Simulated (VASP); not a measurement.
A run of VASP 6.6.1 is set up as follows.

INCAR

```
ALGO     = Normal         # electronic algorithm
EDIFF    = 1E-7           # SCF threshold, eV
ENCUT    = 520            # plane-wave cutoff, eV
GGA      = CA             # functional
ISIF     = 2              # what is computed and relaxed
ISMEAR   = -1             # smearing method
LASPH    = T              # aspherical terms in the spheres
LCHARG   = F              # write CHGCAR
LREAL    = F              # projectors in reciprocal space
LWAVE    = F              # write WAVECAR
NBANDS   = 17             # bands
NELM     = 80             # most SCF steps
PREC     = Accurate       # precision mode
SIGMA    = 0.02           # smearing width, eV
```

File KPOINTS:

```
k-points
0
Gamma
  9 9 9
```

Contents of POSCAR:

```
SnSe
1.0
    0.0000000000      3.0690345955      3.0690345955
    3.0690345955      0.0000000000      3.0690345955
    3.0690345955      3.0690345955      0.0000000000
Sn Se
1 1
Direct
    0.0000000000      0.0000000000      0.0000000000
    0.5000000000      0.5000000000      0.5000000000
```

Potentials or basis: VASP PAW LDA potentials, release 64 (Sn_d, Se).

Command:

```bash
$ cat potpaw_LDA.64/Sn_d/POTCAR potpaw_LDA.64/Se/POTCAR > POTCAR
$ mpirun -np 1 vasp_std > vasp.out
```

(1) Predict the pressure.

Answers

(1) -5.5 GPa.
